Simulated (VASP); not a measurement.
## Rh: single point with LDA

Rh:

```
CELL_PARAMETERS angstrom
2.52616 0.00000 0.00000
-1.26308 2.36510 0.00000
0.00000 0.00000 4.42849
ATOMIC_POSITIONS crystal
Rh 0.66667 0.33333 0.75000
Rh 0.33333 0.66667 0.25000
```

This cell differs from its parent crystal: strain -0.0750 x Voigt [1, 0, 0, 0, 0, 0].

| Quantity | Value |
| --- | --- |
| Program | VASP 6.6.1 |
| Task | single point |
| Functional | LDA |
| Potentials or basis | VASP PAW LDA potentials, release 64 (Rh_pv) |
| Cutoff | 520 eV |
| k mesh | 18 × 18 × 12 |
| Occupations | methfessel-paxton, width 0.02 eV |
| Spin | no spin polarisation |

```json
{
 "Pressure": "3.9 GPa",
 "Largest force": "0.189 eV/Å",
 "Band gap on the k mesh": "zero (bands 15 and 16 overlap by 2.82 eV)"
}
```

Forces on the atoms (eV/Å):
```
Rh   0.000 -0.189  0.000
Rh   0.000  0.189  0.000
```

Stress tensor (GPa, compression positive):
```
25.69  0.00  0.00
 0.00 -7.17  0.00
 0.00  0.00 -6.72
```

Levels at points of the mesh, in eV from the Fermi level:
```
           k point  band 13  band 14  band 15  band 16  band 17  band 18
(0.00, 0.00, 0.00)    -2.07    -1.89    -1.51     0.05     0.25     0.37
(0.50, 0.00, 0.00)    -2.00     0.50     0.72     0.97     3.55     5.85
(0.00, 0.50, 0.00)    -2.39     0.59     0.76     0.86     2.91     4.92
(0.00, 0.00, 0.50)    -2.59    -2.59    -0.58    -0.58    -0.20    -0.20
(0.50, 0.00, 0.50)    -0.29    -0.29     0.92     0.92     3.06     3.06
(0.00, 0.50, 0.50)    -0.44    -0.44     0.76     0.76     2.34     2.34
```

Run time: 7.9 min on 1 thread of Intel Xeon 8259CL (shared host), peak memory 0.36 GiB.

Caveat: the cell differs from its parent crystal (strain -0.0750 x Voigt [1, 0, 0, 0, 0, 0]); the stress differs along the axes, from -7 to 26 GPa.
